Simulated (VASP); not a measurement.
# Ge (Fd-3m) in VASP: notebook, part 2 of 2

VASP 6.6.1.

## Step 3: Relaxation of cell and atoms, PBE

The input, INCAR:

```
PREC = Accurate
ENCUT = 600
EDIFF = 1E-6
ISMEAR = -1
SIGMA = 0.05
LREAL = False
LASPH = True
NELM = 60
ALGO = Normal
ISIF = 3
LWAVE = False
LCHARG = False
GGA = PE
IBRION = 2
NSW = 100
EDIFFG = -0.005
```

The input, KPOINTS:

```
Automatic mesh
0
Gamma
  10 10 10
```

The input, POSCAR:

```
Ge
1.0
    0.0000000000      2.8661367691      2.8661367691
    2.8661367691      0.0000000000      2.8661367691
    2.8661367691      2.8661367691      0.0000000000
Ge
2
Direct
    0.0000000000      0.0000000000      0.0000000000
    0.2500000000      0.2500000000      0.2500000000
```

Potentials or basis: VASP PAW PBE potentials, release 64 (Ge_d).

Command:

```bash
cat potpaw_PBE.64/Ge_d/POTCAR > POTCAR
mpirun -np 1 vasp_std > vasp.out
```

OUTCAR:

```text
PREC = Accurate
   ENCUT = 600
   EDIFF = 1E-6
   ISMEAR = -1
   LREAL = False
   LASPH = True
   NELM = 60
   ISIF = 3
   GGA = PE
   IBRION = 2
   NSW = 100
   EDIFFG = -0.005

 ion  position               nearest neighbor table
   1  0.000  0.000  0.000-   2 2.48   2 2.48   2 2.48   2 2.48
   2  0.250  0.250  0.250-   1 2.48   1 2.48   1 2.48   1 2.48

  LATTYP: Found a face centered cubic cell.
 ALAT       =     5.7322735382

  Lattice vectors:

 A1 = (   0.0000000000,   2.8661367691,   2.8661367691)
 A2 = (   2.8661367691,   0.0000000000,   2.8661367691)
 A3 = (   2.8661367691,   2.8661367691,   0.0000000000)

Analysis of symmetry for initial positions (statically):
=====================================================================
 Subroutine PRICEL returns:
 Original cell was already a primitive cell.

 Routine SETGRP: Setting up the symmetry group for a
 face centered cubic supercell.

 Subroutine GETGRP returns: Found 48 space group operations
 (whereof 24 operations were pure point group operations)
 out of a pool of 48 trial point group operations.

The static configuration has the point symmetry T_d .
 The point group associated with its full space group is O_h .

Analysis of symmetry for dynamics (positions and initial velocities):
=====================================================================
 Subroutine PRICEL returns:
 Original cell was already a primitive cell.

 Routine SETGRP: Setting up the symmetry group for a
 face centered cubic supercell.

 Subroutine GETGRP returns: Found 48 space group operations
 (whereof 24 operations were pure point group operations)
 out of a pool of 48 trial point group operations.

The dynamic configuration has the point symmetry T_d .
 The point group associated with its full space group is O_h .

 Subroutine INISYM returns: Found 48 space group operations
 (whereof 24 operations are pure point group operations),
 and found     1 'primitive' translations

----------------------------------------------------------------------------------------

                                     Primitive cell

  volume of cell :      47.0891

  direct lattice vectors                    reciprocal lattice vectors
     0.000000000  2.866136769  2.866136769    -0.174450852  0.174450852  0.174450852
     2.866136769  0.000000000  2.866136769     0.174450852 -0.174450852  0.174450852
     2.866136769  2.866136769  0.000000000     0.174450852  0.174450852 -0.174450852

  length of vectors
     4.053329490  4.053329490  4.053329490     0.302157738  0.302157738  0.302157738

  position of ions in fractional coordinates (direct lattice)
     0.000000000  0.000000000  0.000000000
     0.250000000  0.250000000  0.250000000

  ion indices of the primitive-cell ions
   primitive index   ion index
                 1           1
                 2           2
[... 111 lines left out ...]

 number of electron      28.0000026 magnetization

 Free energy of the ion-electron system (eV)
  ---------------------------------------------------
  ext. energy  EPLUGINS =         0.00000000
  ---------------------------------------------------
  free energy    TOTEN  =        -9.03225280 eV

  energy without entropy =       -9.03151790  energy(sigma->0) =       -9.03188535

 E-fermi :   4.6084     XC(G=0):  -9.7398

 val. band max:        4.3998761485   @ k =   0.1000   0.0000   0.0000
 cond. band min:       4.6177970801   @ k =   0.0000   0.0000   0.0000
 fundamental gap:      0.2179209315
 Fermi energy:         4.6084073875

 k-point     1 :       0.0000    0.0000    0.0000
  band No.  band energies     occupation
      1     -20.1453      2.00000
      2     -20.1453      2.00000
      3     -20.1453      2.00000
      4     -20.1121      2.00000
      5     -20.1121      2.00000
      6     -19.9218      2.00000
[... 493 lines left out ...]
     17      11.1167      0.00000
     18      11.6604      0.00000

 [... further k-points ...]

------------------------ aborting loop because EDIFF is reached ----------------------------------------

  FORCE on cell =-STRESS in cart. coord.  units (eV):
  Direction    XX          YY          ZZ          XY          YZ          ZX
  --------------------------------------------------------------------------------------
  -------------------------------------------------------------------------------------
  Total        0.2594939      0.2594939      0.2594939      0.0000000      0.0000000     -0.0000000
  in kB        8.8291116      8.8291116      8.8291116      0.0000000      0.0000000     -0.0000000
  external PRESSURE =       8.8291116 kB  Pullay stress =       0.0000000 kB

 VOLUME and BASIS-vectors are now :
 -----------------------------------------------------------------------------
  energy-cutoff  :      600.00
  volume of cell :       47.09
      direct lattice vectors                 reciprocal lattice vectors
     0.000000000  2.866136769  2.866136769    -0.174450852  0.174450852  0.174450852
     2.866136769  0.000000000  2.866136769     0.174450852 -0.174450852  0.174450852
     2.866136769  2.866136769  0.000000000     0.174450852  0.174450852 -0.174450852

 POSITION                                       TOTAL-FORCE (eV/Angst)
 -----------------------------------------------------------------------------------
      0.00000      0.00000      0.00000         0.000000      0.000000      0.000000
      1.43307      1.43307      1.43307        -0.000000     -0.000000     -0.000000
 -----------------------------------------------------------------------------------
    total drift:                               -0.000000      0.000000      0.000000

  FREE ENERGIE OF THE ION-ELECTRON SYSTEM (eV)
  ---------------------------------------------------
  free  energy   TOTEN  =        -9.0322527991 eV

  energy  without entropy=       -9.0315179038  energy(sigma->0) =       -9.03188535

--------------------------------------- Ionic step        2  -------------------------------------------

 number of electron      28.0000010 magnetization

 Free energy of the ion-electron system (eV)
  ---------------------------------------------------
  ext. energy  EPLUGINS =         0.00000000
  ---------------------------------------------------
  free energy    TOTEN  =        -9.03408860 eV

  energy without entropy =       -9.03312961  energy(sigma->0) =       -9.03360911

 E-fermi :   4.4104     XC(G=0):  -9.6528

 val. band max:        4.2319209823   @ k =   0.1000   0.0000   0.0000
 cond. band min:       4.4441987331   @ k =   0.0000   0.0000   0.0000
 fundamental gap:      0.2122777508
 Fermi energy:         4.4104254777

 k-point     1 :       0.0000    0.0000    0.0000
  band No.  band energies     occupation
      1     -20.2978      2.00000
      2     -20.2978      2.00000
      3     -20.2978      2.00000
      4     -20.2659      2.00000
      5     -20.2659      2.00000
      6     -20.0847      2.00000
[... 493 lines left out ...]
     17      10.8536      0.00000
     18      11.3956      0.00000

 [... further k-points ...]

------------------------ aborting loop because EDIFF is reached ----------------------------------------

  FORCE on cell =-STRESS in cart. coord.  units (eV):
  Direction    XX          YY          ZZ          XY          YZ          ZX
  --------------------------------------------------------------------------------------
  -------------------------------------------------------------------------------------
  Total        0.0042017      0.0042017      0.0042017      0.0000000      0.0000000     -0.0000000
  in kB        0.1403097      0.1403097      0.1403097      0.0000000      0.0000000     -0.0000000
  external PRESSURE =       0.1403097 kB  Pullay stress =       0.0000000 kB

 VOLUME and BASIS-vectors are now :
 -----------------------------------------------------------------------------
  energy-cutoff  :      600.00
  volume of cell :       47.98
      direct lattice vectors                 reciprocal lattice vectors
     0.000000000  2.884076886  2.884076886    -0.173365697  0.173365697  0.173365697
     2.884076886  0.000000000  2.884076886     0.173365697 -0.173365697  0.173365697
     2.884076886  2.884076886  0.000000000     0.173365697  0.173365697 -0.173365697

 POSITION                                       TOTAL-FORCE (eV/Angst)
 -----------------------------------------------------------------------------------
      0.00000      0.00000      0.00000        -0.000000     -0.000000     -0.000000
      1.44204      1.44204      1.44204         0.000000      0.000000      0.000000
 -----------------------------------------------------------------------------------
    total drift:                               -0.000000      0.000000      0.000000

  FREE ENERGIE OF THE ION-ELECTRON SYSTEM (eV)
  ---------------------------------------------------
  free  energy   TOTEN  =        -9.0340886049 eV

  energy  without entropy=       -9.0331296074  energy(sigma->0) =       -9.03360911

 reached required accuracy - stopping structural energy minimisation
```

OSZICAR:

```text
N       E                     dE             d eps       ncg     rms          rms(c)
DAV:   1     0.168916175814E+03    0.16892E+03   -0.16690E+04  1702   0.451E+03
DAV:   2     0.130693578065E+02   -0.15585E+03   -0.15367E+03  1692   0.565E+02
DAV:   3    -0.839736531021E+01   -0.21467E+02   -0.21272E+02  1860   0.154E+02
DAV:   4    -0.909625922018E+01   -0.69889E+00   -0.69740E+00  1928   0.316E+01
[... 12 lines left out ...]
DAV:   3    -0.903590036750E+01    0.25454E-01   -0.45478E-02  2228   0.393E+00    0.218E-01
DAV:   4    -0.903411540090E+01    0.17850E-02   -0.51967E-03  2118   0.153E+00    0.515E-02
DAV:   5    -0.903409328805E+01    0.22113E-04   -0.38057E-04  2176   0.381E-01    0.368E-02
DAV:   6    -0.903408864096E+01    0.46471E-05   -0.34392E-05  2132   0.122E-01    0.110E-03
DAV:   7    -0.903408860490E+01    0.36056E-07   -0.13744E-06  1148   0.201E-02
   2 F= -.90340886E+01 E0= -.90336091E+01  d E =-.183581E-02
```

It took 22 s on 1 thread of Intel Xeon 6975P-C (Granite Rapids), shared host; peak memory 0.19 GiB.

What came out:

| Quantity | Value |
| --- | --- |
| Free energy | -9.0341 eV |
| Relaxed volume | 23.99 Å³/atom |
| Relaxed cell | a = 4.079 Å, b = 4.079 Å, c = 4.079 Å, α = 60.00°, β = 60.00°, γ = 60.00° |
| Space group after relaxing (to 0.05 Å) | Fd-3m (No. 227) |
| Energy gained by relaxing | 0.9 meV/atom |
| Ionic steps | 2 |
| Pressure after relaxing | 0.0 GPa |
| Band gap on the k mesh | zero (filled and empty bands touch) |

Step by step:
| step | energy change (eV) | largest force (eV/Å) | pressure (GPa) | volume (Å³) |
| --- | --- | --- | --- | --- |
| 1 | 0.0000 | 0.0000 | 0.88 | 47.09 |
| 2 | -0.0018 | 0.0000 | 0.01 | 47.98 |

Final structure:
```
Ge
1.0
     0.00000    2.88408    2.88408
     2.88408    0.00000    2.88408
     2.88408    2.88408    0.00000
Ge
2
Cartesian
  0.0000 0.0000 0.0000
  1.4420 1.4420 1.4420
```

Levels at points of the mesh, in eV from the Fermi level:
| k point | band 12 | band 13 | band 14 | band 15 | band 16 | band 17 |
| --- | --- | --- | --- | --- | --- | --- |
| (0.00, 0.00, 0.00) | -0.45 | 0.03 | 0.03 | 0.03 | 2.56 | 2.56 |
| (0.50, 0.00, 0.00) | -7.31 | -1.28 | -1.28 | 0.05 | 3.75 | 3.75 |
| (0.50, 0.50, 0.00) | -8.64 | -2.84 | -2.84 | 0.86 | 0.86 | 9.08 |

PBE usually gives volumes a little too large and moduli too small. Zero-point motion and thermal expansion aren't in these numbers.

## Step 4: Relaxation of cell and atoms, PBE

The input, INCAR:

```
PREC = Accurate ; ENCUT = 600
EDIFF = 1E-6 ; ISMEAR = -5
SIGMA = 0.1 ; LREAL = False
LASPH = True ; NELM = 100
ALGO = Normal ; ISIF = 3
LWAVE = False ; LCHARG = False
GGA = PE ; IBRION = 2
NSW = 100 ; EDIFFG = -0.005
```

KPOINTS is that of step 3.

POSCAR is that of step 3.

Potentials or basis: VASP PAW PBE potentials, release 64 (Ge_d).

Command:

```bash
cat potpaw_PBE.64/Ge_d/POTCAR > POTCAR
mpirun -np 1 vasp_std > vasp.out
```

OUTCAR:

```text
PREC = Accurate
   ENCUT = 600
   EDIFF = 1E-6
   ISMEAR = -5
   LREAL = False
   LASPH = True
   NELM = 100
   ISIF = 3
   GGA = PE
   IBRION = 2
   NSW = 100
   EDIFFG = -0.005

 ion  position               nearest neighbor table
   1  0.000  0.000  0.000-   2 2.48   2 2.48   2 2.48   2 2.48
   2  0.250  0.250  0.250-   1 2.48   1 2.48   1 2.48   1 2.48

  LATTYP: Found a face centered cubic cell.
 ALAT       =     5.7322735382

  Lattice vectors:

 A1 = (   0.0000000000,   2.8661367691,   2.8661367691)
 A2 = (   2.8661367691,   0.0000000000,   2.8661367691)
 A3 = (   2.8661367691,   2.8661367691,   0.0000000000)

Analysis of symmetry for initial positions (statically):
=====================================================================
 Subroutine PRICEL returns:
 Original cell was already a primitive cell.

 Routine SETGRP: Setting up the symmetry group for a
 face centered cubic supercell.

 Subroutine GETGRP returns: Found 48 space group operations
 (whereof 24 operations were pure point group operations)
 out of a pool of 48 trial point group operations.

The static configuration has the point symmetry T_d .
 The point group associated with its full space group is O_h .

Analysis of symmetry for dynamics (positions and initial velocities):
=====================================================================
 Subroutine PRICEL returns:
 Original cell was already a primitive cell.

 Routine SETGRP: Setting up the symmetry group for a
 face centered cubic supercell.

 Subroutine GETGRP returns: Found 48 space group operations
[... 686 lines left out ...]
     2.866136769  0.000000000  2.866136769     0.174450852 -0.174450852  0.174450852
     2.866136769  2.866136769  0.000000000     0.174450852  0.174450852 -0.174450852

 POSITION                                       TOTAL-FORCE (eV/Angst)
 -----------------------------------------------------------------------------------
      0.00000      0.00000      0.00000        -0.000000     -0.000000     -0.000000
      1.43307      1.43307      1.43307         0.000000      0.000000      0.000000
 -----------------------------------------------------------------------------------
    total drift:                               -0.000000      0.000000      0.000000

  FREE ENERGIE OF THE ION-ELECTRON SYSTEM (eV)
  ---------------------------------------------------
  free  energy   TOTEN  =        -9.0318845206 eV

  energy  without entropy=       -9.0318845206  energy(sigma->0) =       -9.03188452

--------------------------------------- Ionic step        2  -------------------------------------------

 number of electron      28.0000011 magnetization

 Free energy of the ion-electron system (eV)
  ---------------------------------------------------
  ext. energy  EPLUGINS =         0.00000000
  ---------------------------------------------------
  free energy    TOTEN  =        -9.03359285 eV

  energy without entropy =       -9.03359285  energy(sigma->0) =       -9.03359285

 E-fermi :   4.4471     XC(G=0):  -9.6535

 val. band max:        4.4476023660   @ k =   0.0000   0.0000   0.0000
 cond. band min:       4.4476024314   @ k =   0.0000   0.0000   0.0000
 fundamental gap:      0.0000000653
 Fermi energy:         4.4470856781

 k-point     1 :       0.0000    0.0000    0.0000
  band No.  band energies     occupation
      1     -20.2948      2.00000
      2     -20.2948      2.00000
      3     -20.2948      2.00000
      4     -20.2630      2.00000
      5     -20.2630      2.00000
      6     -20.0816      2.00000
[... 493 lines left out ...]
     17      10.8582      0.00000
     18      11.4002      0.00000

 [... further k-points ...]

------------------------ aborting loop because EDIFF is reached ----------------------------------------

  FORCE on cell =-STRESS in cart. coord.  units (eV):
  Direction    XX          YY          ZZ          XY          YZ          ZX
  --------------------------------------------------------------------------------------
  -------------------------------------------------------------------------------------
  Total       -0.0021606     -0.0021606     -0.0021606      0.0000000      0.0000000     -0.0000000
  in kB       -0.0721702     -0.0721702     -0.0721702      0.0000000      0.0000000     -0.0000000
  external PRESSURE =      -0.0721702 kB  Pullay stress =       0.0000000 kB

 VOLUME and BASIS-vectors are now :
 -----------------------------------------------------------------------------
  energy-cutoff  :      600.00
  volume of cell :       47.97
      direct lattice vectors                 reciprocal lattice vectors
    -0.000000000  2.883805204  2.883805204    -0.173382030  0.173382030  0.173382030
     2.883805204  0.000000000  2.883805204     0.173382030 -0.173382030  0.173382030
     2.883805204  2.883805204 -0.000000000     0.173382030  0.173382030 -0.173382030

 POSITION                                       TOTAL-FORCE (eV/Angst)
 -----------------------------------------------------------------------------------
      5.76761      5.76761      5.76761         0.000000      0.000000      0.000000
      1.44190      1.44190      1.44190        -0.000000     -0.000000     -0.000000
 -----------------------------------------------------------------------------------
    total drift:                               -0.000000      0.000000      0.000000

  FREE ENERGIE OF THE ION-ELECTRON SYSTEM (eV)
  ---------------------------------------------------
  free  energy   TOTEN  =        -9.0335928520 eV

  energy  without entropy=       -9.0335928520  energy(sigma->0) =       -9.03359285

 reached required accuracy - stopping structural energy minimisation
```

OSZICAR:

```text
N       E                     dE             d eps       ncg     rms          rms(c)
DAV:   1     0.168912857943E+03    0.16891E+03   -0.16690E+04  1702   0.451E+03
DAV:   2     0.130776994092E+02   -0.15584E+03   -0.15382E+03  1692   0.565E+02
DAV:   3    -0.839712816611E+01   -0.21475E+02   -0.21293E+02  1860   0.154E+02
DAV:   4    -0.909599666873E+01   -0.69887E+00   -0.69756E+00  1928   0.316E+01
[... 12 lines left out ...]
DAV:   3    -0.903535111605E+01    0.24685E-01   -0.44099E-02  2228   0.387E+00    0.215E-01
DAV:   4    -0.903361923508E+01    0.17319E-02   -0.50463E-03  2118   0.151E+00    0.507E-02
DAV:   5    -0.903359753246E+01    0.21703E-04   -0.37216E-04  2168   0.377E-01    0.363E-02
DAV:   6    -0.903359288855E+01    0.46439E-05   -0.33698E-05  2132   0.121E-01    0.106E-03
DAV:   7    -0.903359285197E+01    0.36584E-07   -0.13407E-06  1140   0.199E-02
   2 F= -.90335929E+01 E0= -.90335929E+01  d E =-.170833E-02
```

It took 22 s on 1 thread of Intel Xeon 6975P-C (Granite Rapids), shared host; peak memory 0.19 GiB.

What came out:

```
Free energy                            : -9.0336 eV
Relaxed volume                         : 23.98 Å³/atom
Relaxed cell                           : a = 4.078 Å, b = 4.078 Å, c = 4.078 Å, α = 60.00°, β = 60.00°, γ = 60.00°
Space group after relaxing (to 0.05 Å) : Fd-3m (No. 227)
Energy gained by relaxing              : 0.9 meV/atom
Ionic steps                            : 2
Pressure after relaxing                : 0.0 GPa
Band gap on the k mesh                 : zero (filled and empty bands touch)
```

Step by step:
```csv
step,energy change (eV),largest force (eV/Å),pressure (GPa),volume (Å³)
1,0.0000,0.0000,0.87,47.09
2,-0.0017,0.0000,-0.01,47.97
```

Final structure:
```cif
data_structure
_symmetry_space_group_name_H-M 'P 1'
_symmetry_Int_Tables_number 1
_cell_length_a 4.0783
_cell_length_b 4.0783
_cell_length_c 4.0783
_cell_angle_alpha 60.000
_cell_angle_beta 60.000
_cell_angle_gamma 60.000
_cell_volume 47.97
loop_
_atom_site_label
_atom_site_type_symbol
_atom_site_fract_x
_atom_site_fract_y
_atom_site_fract_z
_atom_site_occupancy
Ge1 Ge 0.00000 0.00000 0.00000 1
Ge2 Ge 0.25000 0.25000 0.25000 1
```

Caveat: tetrahedron occupations give inexact forces and stress in metals. PBE usually gives volumes a little too large and moduli too small.
